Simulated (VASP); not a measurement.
# As in VASP: single point with PBE+D4

Aim: the single point of As with PBE+D4.

Program: VASP 6.6.1. These are calculated values, not measurements. Logs are shortened: lines on timing, memory, paths and dates and some standing lists are left out, and cuts for length are marked.

## 1. The cell of the first run

The cell holds a sheet with vacuum, 2 atoms: a = 3.566 Å, b = 3.566 Å, c = 26.600 Å, α = 90.00°, β = 90.00°, γ = 120.00°.

## 2. Single point, PBE+D4

Contents of INCAR:

```
ALGO = Normal ; DIPOL = 0.5 0.5 0.289
EDIFF = 1E-6 ; ENCUT = 400
GGA = PE ; GGA_COMPAT = False
IDIPOL = 3 ; ISIF = 2
ISMEAR = 0 ; IVDW = 13
LASPH = True ; LCHARG = False
LDIPOL = True ; LREAL = False
LWAVE = False ; NBANDS = 12
NELM = 120 ; NELMDL = -8
PREC = Accurate ; SIGMA = 0.03
```

Contents of KPOINTS:

```
k-points
0
Gamma
  12 12 1
```

Contents of POSCAR:

```
As
1.0
    3.5655718262      0.0000000000      0.0000000000
   -1.7827859131      3.0878757805      0.0000000000
    0.0000000000      0.0000000000     26.6000000028
As
2
Direct
    0.3333333333      0.6666666667      0.2631778896
    0.6666666667      0.3333333333      0.3157694787
```

Potentials or basis: VASP PAW PBE potentials, release 64 (As).

On the command line:

```
> cat potpaw_PBE.64/As/POTCAR > POTCAR
> mpirun -np 1 vasp_std > vasp.out
```

OUTCAR:

```text
EDIFF = 1E-6
   ENCUT = 400
   GGA = PE
   ISIF = 2
   ISMEAR = 0
   IVDW = 13
   LASPH = True
   LREAL = False
   NELM = 120
   NELMDL = -8
   PREC = Accurate

 ion  position               nearest neighbor table
   1  0.333  0.667  0.263-   2 2.49   2 2.49   2 2.49
   2  0.667  0.333  0.316-   1 2.49   1 2.49   1 2.49

  LATTYP: Found a hexagonal cell.
 ALAT       =     3.5655718262
 C/A-ratio  =     7.4602339539

  Lattice vectors:

 A1 = (   3.5655718262,   0.0000000000,   0.0000000000)
 A2 = (  -1.7827859131,   3.0878757805,   0.0000000000)
 A3 = (   0.0000000000,   0.0000000000,  26.6000000028)

Analysis of symmetry for initial positions (statically):
=====================================================================
 Subroutine PRICEL returns:
 Original cell was already a primitive cell.

 Routine SETGRP: Setting up the symmetry group for a
 hexagonal supercell.

 Subroutine GETGRP returns: Found 12 space group operations
 (whereof  6 operations were pure point group operations)
 out of a pool of 24 trial point group operations.

The static configuration has the point symmetry C_3v.
 The point group associated with its full space group is D_3d.

Analysis of symmetry for dynamics (positions and initial velocities):
=====================================================================
 Subroutine PRICEL returns:
 Original cell was already a primitive cell.

 Routine SETGRP: Setting up the symmetry group for a
 hexagonal supercell.

 Subroutine GETGRP returns: Found 12 space group operations
 (whereof  6 operations were pure point group operations)
 out of a pool of 24 trial point group operations.

The dynamic configuration has the point symmetry C_3v.
 The point group associated with its full space group is D_3d.

 Subroutine INISYM returns: Found 12 space group operations
 (whereof  6 operations are pure point group operations),
 and found     1 'primitive' translations

----------------------------------------------------------------------------------------

                                     Primitive cell

  volume of cell :     292.8671

  direct lattice vectors                    reciprocal lattice vectors
     3.565571826  0.000000000  0.000000000     0.280459923  0.161923612  0.000000000
    -1.782785913  3.087875781  0.000000000     0.000000000  0.323847224  0.000000000
     0.000000000  0.000000000 26.600000003     0.000000000  0.000000000  0.037593985

  length of vectors
     3.565571826  3.565571826 26.600000003     0.323847224  0.323847224  0.037593985

  position of ions in fractional coordinates (direct lattice)
     0.333333333  0.666666667  0.263177890
     0.666666667  0.333333333  0.315769479
[... 91 lines left out ...]
     AMIX_MAG =   1.60;   BMIX_MAG =  1.00
  volume/ion in A,a.u.               =     146.43       988.18
  Fermi-wavevector in a.u.,A,eV,Ry     =   0.531110  1.003653  3.837904  0.282078
  Thomas-Fermi vector in A             =   1.553983
   LORBIT       =      0    0 simple, 1 ext, 2 COOP (PROOUT), +10 PAW based schemes
   GGA     = PE    functional components
   LHFCALC =     F    Hartree Fock is set to
   AEXX    =    0.0000 exact exchange contribution
   IVDW    =    13    specifies the selected vdW correction
   LEPSILON=     F    determine dielectric tensor
   LRPA    =     F    only Hartree local field effects (RPA)
 non-spin polarized calculation
 Gauss-broadening in eV      SIGMA  =   0.03
  energy-cutoff  :      400.00
  volume of cell :      292.87
 maximum number of plane-waves:      5360
 NGX is ok and might be reduce to    24
   NGX = 11   NGY = 11   NGZ = 87

 dipolmoment           0.000000      0.000000     -0.000005 electrons x Angstroem

 number of electron      10.0000000 magnetization

 dipolmoment           0.000000      0.000000      0.000000 electrons x Angstroem

 Free energy of the ion-electron system (eV)
  ---------------------------------------------------
  ext. energy  EPLUGINS =         0.00000000
  ---------------------------------------------------
  free energy    TOTEN  =        -9.32667750 eV

  energy without entropy =       -9.32667750  energy(sigma->0) =       -9.32667750

 E-fermi :  -3.6459     XC(G=0):  -1.9882

 val. band max:       -3.8253423282   @ k =   0.0000   0.0000   0.0000
 cond. band min:      -2.2893418578   @ k =   0.3333   0.0000   0.0000
 fundamental gap:      1.5360004704
 Fermi energy:        -3.6459443510

 k-point     1 :       0.0000    0.0000    0.0000
  band No.  band energies     occupation
      1     -17.5439      2.00000
      2     -11.1310      2.00000
      3      -4.5466      2.00000
      4      -3.8253      2.00000
      5      -3.8253      2.00000
      6      -1.7754      0.00000
      7      -0.3065      0.00000
      8      -0.3065      0.00000
      9       0.9177      0.00000
     10       1.1758      0.00000
     11       1.6066      0.00000
     12       1.9090      0.00000
[... 256 lines left out ...]
 k-point    19 :       0.3333    0.3333    0.0000
  band No.  band energies     occupation
      1     -13.8788      2.00000
      2     -13.8788      2.00000
      3      -8.3721      2.00000
      4      -5.9331      2.00000
      5      -5.9331      2.00000
      6      -1.9637      0.00000
      7       0.7017      0.00000
      8       0.7017      0.00000
      9       4.2006      0.00000
     10       5.1542      0.00000
     11       5.1542      0.00000
     12       5.9274      0.00000

------------------------ aborting loop because EDIFF is reached ----------------------------------------

 vacuum level on the upper side and lower side of the slab       (xc-potential included)        -0.008        -0.008

  DFT-D4 for vdW energy calculation

  Edisp (eV):   -0.49514

  FORCE on cell =-STRESS in cart. coord.  units (eV):
  Direction    XX          YY          ZZ          XY          YZ          ZX
  --------------------------------------------------------------------------------------
  -------------------------------------------------------------------------------------
  Total       0.07385     0.07385     0.11634     0.00000     0.00000     0.00000
  in kB       0.40400     0.40400     0.63645     0.00000     0.00000     0.00000
  external pressure =        0.48 kB  Pullay stress =        0.00 kB

 VOLUME and BASIS-vectors are now :
 -----------------------------------------------------------------------------
  energy-cutoff  :      400.00
  volume of cell :      292.87
      direct lattice vectors                 reciprocal lattice vectors
     3.565571826  0.000000000  0.000000000     0.280459923  0.161923612  0.000000000
    -1.782785913  3.087875781  0.000000000     0.000000000  0.323847224  0.000000000
     0.000000000  0.000000000 26.600000003     0.000000000  0.000000000  0.037593985

 POSITION                                       TOTAL-FORCE (eV/Angst)
 -----------------------------------------------------------------------------------
     -0.00000      2.05858      7.00053        -0.000000      0.000000     -0.081067
      1.78279      1.02929      8.39947         0.000000      0.000000      0.081067
 -----------------------------------------------------------------------------------
    total drift:                                0.000000     -0.000000      0.000003

  FREE ENERGIE OF THE ION-ELECTRON SYSTEM (eV)
  ---------------------------------------------------
  free  energy   TOTEN  =        -9.8218217833 eV

  energy  without entropy=       -9.8218217833  energy(sigma->0) =       -9.82182178

 vacuum level on the upper side and lower side of the slab         1.433         1.433
```

It took 42 s on 1 thread of Intel Xeon Platinum 8488C (Sapphire Rapids), shared host; peak memory 0.29 GiB.

Results:

| Item | Value |
| --- | --- |
| Free energy | -9.8218 eV |
| Largest force | 0.081 eV/Å |
| Band gap on the k mesh | 1.54 eV, indirect (least direct gap 2.05 eV) |
| Dispersion energy per atom | -0.248 eV |

Forces in eV/Å, atoms in the order of the input:
```
As   0.000  0.000 -0.081
As   0.000  0.000  0.081
```

Levels at points of the mesh, in eV from the valence-band top:
| k point | band 2 | band 3 | band 4 | band 5 | band 6 | band 7 | band 8 | band 9 |
| --- | --- | --- | --- | --- | --- | --- | --- | --- |
| (0.00, 0.00, 0.00) | -7.31 | -0.72 | 0.00 | 0.00 | 2.05 | 3.52 | 3.52 | 4.74 |
| (0.50, 0.00, 0.00) | -9.23 | -3.56 | -1.95 | -1.71 | 1.93 | 3.03 | 4.51 | 6.17 |
